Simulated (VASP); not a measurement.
# MnHg in VASP: further runs, part 2 of 2

VASP 6.6.1. The steps go on from the part before.

## (3) Electric field gradients, PBE, collinear spin, ferromagnetic start (volume scaled by 0.98)

Contents of INCAR:

```
SYSTEM = MnHg
ALGO     = Normal         ! electronic algorithm
EDIFF    = 1E-8           ! SCF threshold, eV
ENCUT    = 520            ! plane-wave cutoff, eV
GGA      = PE             ! functional
ISIF     = 2              ! what is computed and relaxed
ISMEAR   = -1             ! smearing method
ISPIN    = 2              ! spin polarisation
LASPH    = .True.         ! aspherical terms in the spheres
LCHARG   = .False.        ! write CHGCAR
LEFG     = .True.       
LMAXMIX  = 4              ! l up to which the mixer works
LORBIT   = 11             ! projections on sites
LREAL    = .False.        ! projectors in reciprocal space
LWAVE    = .False.        ! write WAVECAR
MAGMOM   = 4 0            ! initial moments
NBANDS   = 24             ! bands
NELM     = 150            ! most SCF steps
PREC     = Accurate       ! precision mode
SIGMA    = 0.08           ! smearing width, eV
```

Contents of KPOINTS:

```
k-points
0
Gamma
  11 11 11
  0 0 0
```

Contents of POSCAR:

```
MnHg
1.0
    3.2927510075      0.0000000000      0.0000000000
    0.0000000000      3.2927510075      0.0000000000
    0.0000000000      0.0000000000      3.2927510075
Mn Hg
1 1
Direct
    0.5000000000      0.5000000000      0.5000000000
    0.0000000000      0.0000000000      0.0000000000
```

Potentials or basis: VASP PAW PBE potentials, release 64 (Mn_pv, Hg).

Started as:

```bash
$ cat potpaw_PBE.64/Mn_pv/POTCAR potpaw_PBE.64/Hg/POTCAR > POTCAR
$ mpirun -np 1 vasp_std > vasp.out
```

OUTCAR:

```text
SYSTEM = MnHg
   EDIFF = 1E-8
   ENCUT = 520
   GGA = PE
   ISIF = 2
   ISMEAR = -1
   ISPIN = 2
   LASPH = .True.
   LORBIT = 11
   LREAL = .False.
   NELM = 150
   PREC = Accurate

 ion  position               nearest neighbor table
   1  0.500  0.500  0.500-   2 2.85   2 2.85   2 2.85   2 2.85   2 2.85   2 2.85   2 2.85   2 2.85

   2  0.000  0.000  0.000-   1 2.85   1 2.85   1 2.85   1 2.85   1 2.85   1 2.85   1 2.85   1 2.85

  LATTYP: Found a simple cubic cell.
 ALAT       =     3.2927510075

  Lattice vectors:

 A1 = (   3.2927510075,   0.0000000000,   0.0000000000)
 A2 = (   0.0000000000,   3.2927510075,   0.0000000000)
 A3 = (   0.0000000000,   0.0000000000,   3.2927510075)

Analysis of symmetry for initial positions (statically):
=====================================================================
 Subroutine PRICEL returns:
 Original cell was already a primitive cell.

 Routine SETGRP: Setting up the symmetry group for a
 simple cubic supercell.

 Subroutine GETGRP returns: Found 48 space group operations
 (whereof 48 operations were pure point group operations)
 out of a pool of 48 trial point group operations.

The static configuration has the point symmetry O_h .

Analysis of symmetry for dynamics (positions and initial velocities):
=====================================================================
 Subroutine PRICEL returns:
 Original cell was already a primitive cell.

 Routine SETGRP: Setting up the symmetry group for a
 simple cubic supercell.

 Subroutine GETGRP returns: Found 48 space group operations
 (whereof 48 operations were pure point group operations)
 out of a pool of 48 trial point group operations.

[... 1477 lines left out ...]
  -------------------------------------------------------------------------------------
  Total        0.5620920      0.5620920      0.5620920      0.0000000      0.0000000     -0.0000000
  in kB       25.2255876     25.2255876     25.2255876      0.0000000      0.0000000     -0.0000000
  external PRESSURE =      25.2255876 kB  Pullay stress =       0.0000000 kB

 VOLUME and BASIS-vectors are now :
 -----------------------------------------------------------------------------
  energy-cutoff  :      520.00
  volume of cell :       35.70
      direct lattice vectors                 reciprocal lattice vectors
     3.292751008  0.000000000  0.000000000     0.303697424  0.000000000  0.000000000
     0.000000000  3.292751008  0.000000000     0.000000000  0.303697424  0.000000000
     0.000000000  0.000000000  3.292751008     0.000000000  0.000000000  0.303697424

 POSITION                                       TOTAL-FORCE (eV/Angst)
 -----------------------------------------------------------------------------------
      1.64638      1.64638      1.64638         0.000000      0.000000      0.000000
      0.00000      0.00000      0.00000         0.000000      0.000000      0.000000
 -----------------------------------------------------------------------------------
    total drift:                                0.000000      0.000000     -0.000000

  FREE ENERGIE OF THE ION-ELECTRON SYSTEM (eV)
  ---------------------------------------------------
  free  energy   TOTEN  =        -8.4993271748 eV

  energy  without entropy=       -8.4620304982  energy(sigma->0) =       -8.48067884

 Electric field gradients (V/A^2)
---------------------------------------------------------------------
 ion       V_xx      V_yy      V_zz      V_xy      V_xz      V_yz
---------------------------------------------------------------------
   1      -0.000     0.000    -0.000    -0.000     0.000     0.000
   2      -0.000    -0.000     0.000     0.000     0.000    -0.000
---------------------------------------------------------------------

 Electric field gradients after diagonalization (V/A^2)
 (convention: |V_zz| > |V_xx| > |V_yy|)
----------------------------------------------------------------------
 ion       V_xx      V_yy      V_zz     asymmetry (V_yy - V_xx)/ V_zz
----------------------------------------------------------------------
   1      -0.000     0.000    -0.000      -0.213
   2      -0.000    -0.000     0.000       0.077
----------------------------------------------------------------------

           NMR quadrupolar parameters

 Cq : quadrupolar parameter    Cq=e*Q*V_zz/h
 eta: asymmetry parameters     (V_yy - V_xx)/ V_zz
 Q  : nuclear electric quadrupole moment in mb (millibarn)
----------------------------------------------------------------------
 ion       Cq(MHz)       eta       Q (mb)
----------------------------------------------------------------------
   1      -0.000      -0.213       1.000
   2       0.000       0.077       1.000
----------------------------------------------------------------------

 total charge

# of ion       s       p       d       tot
------------------------------------------
    1        0.253   6.179   4.990  11.422
    2        0.816   0.533   9.257  10.606
--------------------------------------------------
tot          1.069   6.712  14.247  22.029

 magnetization (x)

# of ion       s       p       d       tot
------------------------------------------
    1        0.027   0.016   3.735   3.778
    2       -0.046  -0.059   0.049  -0.056
--------------------------------------------------
tot         -0.018  -0.044   3.784   3.722
```

stdout:

```text
POSCAR found type information on POSCAR MnHg
 POSCAR found :  2 types and       2 ions
 scaLAPACK will be used
 LDA part: xc-table for (Slater+PW92), standard interpolation
 POSCAR, INCAR and KPOINTS ok, starting setup
 FFT: planning ... GRIDC
 FFT: planning ... GRID_SOFT
 FFT: planning ... GRID
 WAVECAR not read
 entering main loop
ion   1

ion   2
```

It took 42 s on 1 thread of AMD EPYC 9R45 (Zen 5), shared host; peak memory 0.17 GiB.

What came out:

```
Free energy                                           : -8.4993 eV
Pressure                                              : 2.5 GPa
Net moment                                            : 3.86 μB per cell
Site moments                                          : Mn +3.78; Hg -0.06 μB
Valence electrons inside the program's atomic spheres : Mn 11.42; Hg 10.61
```

Caveat: without QUAD_EFG the Cq values of the log hold for a quadrupole moment of 1 mb, not for the nuclei; spin-orbit coupling is left out, which moves the levels of the heavy elements.

## (4) Electric field gradients, PBE, collinear spin, ferromagnetic start (z stretched by -4 % at fixed volume)

Contents of INCAR:

```
SYSTEM = MnHg
ALGO = Normal
EDIFF = 1E-8
ENCUT = 520
GGA = PE
ISIF = 2
ISMEAR = -1
ISPIN = 2
LASPH = .TRUE.
LCHARG = .FALSE.
LEFG = .TRUE.
LMAXMIX = 4
LORBIT = 11
LREAL = .FALSE.
LWAVE = .FALSE.
MAGMOM = 4 0
NBANDS = 24
NELM = 150
PREC = Accurate
SIGMA = 0.08
```

Contents of KPOINTS:

```
k-points
0
G
  11 11 11
  0 0 0
```

Contents of POSCAR:

```
MnHg
1.0
    3.3833577074      0.0000000000      0.0000000000
    0.0000000000      3.3833577074      0.0000000000
    0.0000000000      0.0000000000      3.1824000000
Mn Hg
1 1
Direct
    0.5000000000      0.5000000000      0.5000000000
    0.0000000000      0.0000000000      0.0000000000
```

Potentials or basis: VASP PAW PBE potentials, release 64 (Mn_pv, Hg).

Started as:

```bash
$ cat potpaw_PBE.64/Mn_pv/POTCAR potpaw_PBE.64/Hg/POTCAR > POTCAR
$ mpirun -np 1 vasp_std > vasp.out
```

OUTCAR:

```text
SYSTEM = MnHg
   EDIFF = 1E-8
   ENCUT = 520
   GGA = PE
   ISIF = 2
   ISMEAR = -1
   ISPIN = 2
   LASPH = .TRUE.
   LORBIT = 11
   LREAL = .FALSE.
   NELM = 150
   PREC = Accurate

 ion  position               nearest neighbor table
   1  0.500  0.500  0.500-   2 2.87   2 2.87   2 2.87   2 2.87   2 2.87   2 2.87   2 2.87   2 2.87

   2  0.000  0.000  0.000-   1 2.87   1 2.87   1 2.87   1 2.87   1 2.87   1 2.87   1 2.87   1 2.87

  LATTYP: Found a simple tetragonal cell.
 ALAT       =     3.3833577074
 C/A-ratio  =     0.9406040612

  Lattice vectors:

 A1 = (   3.3833577074,   0.0000000000,   0.0000000000)
 A2 = (   0.0000000000,   3.3833577074,   0.0000000000)
 A3 = (   0.0000000000,   0.0000000000,   3.1824000000)

Analysis of symmetry for initial positions (statically):
=====================================================================
 Subroutine PRICEL returns:
 Original cell was already a primitive cell.

 Routine SETGRP: Setting up the symmetry group for a
 simple tetragonal supercell.

 Subroutine GETGRP returns: Found 16 space group operations
 (whereof 16 operations were pure point group operations)
 out of a pool of 16 trial point group operations.

The static configuration has the point symmetry D_4h.

Analysis of symmetry for dynamics (positions and initial velocities):
=====================================================================
 Subroutine PRICEL returns:
 Original cell was already a primitive cell.

 Routine SETGRP: Setting up the symmetry group for a
 simple tetragonal supercell.

 Subroutine GETGRP returns: Found 16 space group operations
 (whereof 16 operations were pure point group operations)
 out of a pool of 16 trial point group operations.

The dynamic configuration has the point symmetry D_4h.

Analysis of structural, dynamic, and magnetic symmetry:
=====================================================================
 Subroutine PRICEL returns:
 Original cell was already a primitive cell.

 Routine SETGRP: Setting up the symmetry group for a
 simple tetragonal supercell.

 Subroutine GETGRP returns: Found 16 space group operations
 (whereof 16 operations were pure point group operations)
 out of a pool of 16 trial point group operations.

The overall configuration has the point symmetry D_4h.

 Subroutine INISYM returns: Found 16 space group operations
 (whereof 16 operations are pure point group operations),
 and found     1 'primitive' translations

----------------------------------------------------------------------------------------

                                     Primitive cell

  volume of cell :      36.4293

  direct lattice vectors                    reciprocal lattice vectors
     3.383357707  0.000000000  0.000000000     0.295564373  0.000000000  0.000000000
     0.000000000  3.383357707  0.000000000     0.000000000  0.295564373  0.000000000
     0.000000000  0.000000000  3.182400000     0.000000000  0.000000000  0.314228255

  length of vectors
     3.383357707  3.383357707  3.182400000     0.295564373  0.295564373  0.314228255

  position of ions in fractional coordinates (direct lattice)
     0.500000000  0.500000000  0.500000000
     0.000000000  0.000000000  0.000000000

  ion indices of the primitive-cell ions
[... 102 lines left out ...]
   AEXX    =    0.0000 exact exchange contribution
   IVDW    =     0    specifies the selected vdW correction
   LEPSILON=     F    determine dielectric tensor
   LRPA    =     F    only Hartree local field effects (RPA)
 spin polarized calculation
  energy-cutoff  :      520.00
  volume of cell :       36.43
 maximum number of plane-waves:       998
 NGX is ok and might be reduce to    28

 number of electron      24.9999999 magnetization       3.8987445

 Free energy of the ion-electron system (eV)
  ---------------------------------------------------
  ext. energy  EPLUGINS =         0.00000000
  ---------------------------------------------------
  free energy    TOTEN  =        -8.50253467 eV

  energy without entropy =       -8.46713620  energy(sigma->0) =       -8.48483543

 E-fermi :   5.5218     XC(G=0): -11.6826

 val. band max:        5.5197929899   @ k =   0.1818   0.1818   0.4545
 cond. band min:       5.5310622606   @ k =   0.3636   0.1818   0.0000
 fundamental gap:      0.0112692707
 Fermi energy:         5.5217669982

 spin component 1

 k-point     1 :       0.0000    0.0000    0.0000
  band No.  band energies     occupation
      1     -44.6351      1.00000
      2     -44.6351      1.00000
      3     -44.5823      1.00000
      4      -4.1291      1.00000
      5      -2.8002      1.00000
      6      -2.6983      1.00000
[... 637 lines left out ...]
     23      21.2778      0.00000
     24      24.2331      0.00000

 [... further k-points ...]

 spin component 2

 k-point     1 :       0.0000    0.0000    0.0000
  band No.  band energies     occupation
      1     -40.5944      1.00000
      2     -40.5944      1.00000
      3     -40.5664      1.00000
      4      -3.9175      1.00000
      5      -2.7917      1.00000
      6      -2.6715      1.00000
[... 637 lines left out ...]
     23      21.7311      0.00000
     24      24.8504      0.00000

 [... further k-points ...]
[... 5 lines left out ...]
  --------------------------------------------------------------------------------------
  -------------------------------------------------------------------------------------
  Total        0.1119784      0.1119784      0.3819857      0.0000000     -0.0000000      0.0000000
  in kB        4.9248623      4.9248623     16.7999137      0.0000000     -0.0000000      0.0000000
  external PRESSURE =       8.8832128 kB  Pullay stress =       0.0000000 kB

 VOLUME and BASIS-vectors are now :
 -----------------------------------------------------------------------------
  energy-cutoff  :      520.00
  volume of cell :       36.43
      direct lattice vectors                 reciprocal lattice vectors
     3.383357707  0.000000000  0.000000000     0.295564373  0.000000000  0.000000000
     0.000000000  3.383357707  0.000000000     0.000000000  0.295564373  0.000000000
     0.000000000  0.000000000  3.182400000     0.000000000  0.000000000  0.314228255

 POSITION                                       TOTAL-FORCE (eV/Angst)
 -----------------------------------------------------------------------------------
      1.69168      1.69168      1.59120         0.000000      0.000000      0.000000
      0.00000      0.00000      0.00000         0.000000      0.000000      0.000000
 -----------------------------------------------------------------------------------
    total drift:                                0.000000      0.000000      0.000000

  FREE ENERGIE OF THE ION-ELECTRON SYSTEM (eV)
  ---------------------------------------------------
  free  energy   TOTEN  =        -8.5025346658 eV

  energy  without entropy=       -8.4671362040  energy(sigma->0) =       -8.48483543

 Electric field gradients (V/A^2)
---------------------------------------------------------------------
 ion       V_xx      V_yy      V_zz      V_xy      V_xz      V_yz
---------------------------------------------------------------------
   1       4.158     4.158    -8.316    -0.000    -0.000    -0.000
   2      -0.093    -0.093     0.185     0.000     0.000     0.000
---------------------------------------------------------------------

 Electric field gradients after diagonalization (V/A^2)
 (convention: |V_zz| > |V_xx| > |V_yy|)
----------------------------------------------------------------------
 ion       V_xx      V_yy      V_zz     asymmetry (V_yy - V_xx)/ V_zz
----------------------------------------------------------------------
   1       4.158     4.158    -8.316       0.000
   2      -0.093    -0.093     0.185       0.000
----------------------------------------------------------------------

           NMR quadrupolar parameters

 Cq : quadrupolar parameter    Cq=e*Q*V_zz/h
 eta: asymmetry parameters     (V_yy - V_xx)/ V_zz
 Q  : nuclear electric quadrupole moment in mb (millibarn)
----------------------------------------------------------------------
 ion       Cq(MHz)       eta       Q (mb)
----------------------------------------------------------------------
   1      -0.020       0.000       1.000
   2       0.000       0.000       1.000
----------------------------------------------------------------------

 total charge

# of ion       s       p       d       tot
------------------------------------------
    1        0.251   6.172   4.981  11.404
    2        0.816   0.517   9.257  10.589
--------------------------------------------------
tot          1.067   6.689  14.237  21.993

 magnetization (x)

# of ion       s       p       d       tot
------------------------------------------
    1        0.028   0.016   3.768   3.812
    2       -0.043  -0.059   0.047  -0.054
--------------------------------------------------
tot         -0.015  -0.043   3.816   3.758
```

It took 3.1 min on 1 thread of Intel Xeon Platinum 8259CL at 2.50GHz (Skylake/Cascade Lake), shared host; peak memory 0.29 GiB.

What came out:

```yaml
Free_energy: -8.5025 eV
Pressure: 0.9 GPa
Net_moment: 3.90 μB per cell
Site_moments: Mn +3.81; Hg -0.05 μB
Valence_electrons_inside_the_program's_atomic_spheres: Mn 11.40; Hg 10.59
```

Stress tensor (GPa, compression positive):
```
0.49 0.00 0.00
0.00 0.49 0.00
0.00 0.00 1.68
```

Electric field gradients, principal values (V/Å²):
| atom | least | middle | greatest (by size) |
| --- | --- | --- | --- |
| 1 Mn | 4.158 | 4.158 | -8.316 |
| 2 Hg | -0.093 | -0.093 | 0.185 |

Caveat: without QUAD_EFG the Cq values of the log hold for a quadrupole moment of 1 mb, not for the nuclei; spin-orbit coupling is left out, which moves the levels of the heavy elements.

## (5) Overview

| task | cell | k mesh for the DOS | occupations for the DOS | gap on the mesh (eV) | pressure (GPa) | moment (μB) |
| --- | --- | --- | --- | --- | --- | --- |
| density of states | a = 3.315 Å, 2 atoms | 17 × 17 × 17 | tetrahedron | - | - | 3.92 |
| electric field gradients | a = 3.293 Å, 2 atoms | - | - | none | 2.5 | 3.86 |
| electric field gradients | a = 3.383, b = 3.383, c = 3.182 Å, 2 atoms | - | - | none | 0.9 | 3.90 |

Alike in all rows: level PBE; potentials or basis VASP PAW PBE potentials, release 64 (Mn_pv, Hg); spin collinear, ferromagnetic start; k mesh 11 × 11 × 11; cutoff (eV) 520; smearing fermi-dirac 0.08 eV.

Caveats: spin-orbit coupling is left out, which moves the levels of the heavy elements.

Absolute energies hang on the potentials; compare differences alone.
